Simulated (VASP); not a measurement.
Crystal: TiO2.

```
CELL_PARAMETERS angstrom
0.00000 2.39683 2.26596
2.39683 0.00000 2.26596
2.39683 2.39683 0.00000
ATOMIC_POSITIONS crystal
Ti 0.00000 0.00000 0.00000
O 0.25000 0.25000 0.25000
O 0.75000 0.75000 0.75000
```

This cell differs from its parent crystal: uniaxial z strain -5.5%.

Base run:

| Property | Result |
| --- | --- |
| Program | VASP 6.6.1 |
| Functional | r2SCAN |
| Potentials or basis | VASP PAW PBE potentials, release 64 (Ti_sv, O) |
| Cutoff | 520 eV |
| k mesh | 10 × 10 × 10 |
| Occupations | gaussian, width 0.01 eV |
| Spin | no spin polarisation |

Its results: band gap on the k mesh 0.93 eV, indirect (least direct gap 1.73 eV); pressure 19.8 GPa.

Task: The run is repeated on the same cell with these changes: functional from r2SCAN to PBE; occupations from gaussian, width 0.01 eV to fermi-dirac, width 0.02 eV. What comes out?

Result: Band gap on the k mesh 0.51 eV, indirect (least direct gap 1.28 eV); pressure 24.6 GPa.

Caveats: the PAW data sets were made with another functional, which shifts forces and pressure a little (some runs).

A k mesh can miss the band edges.
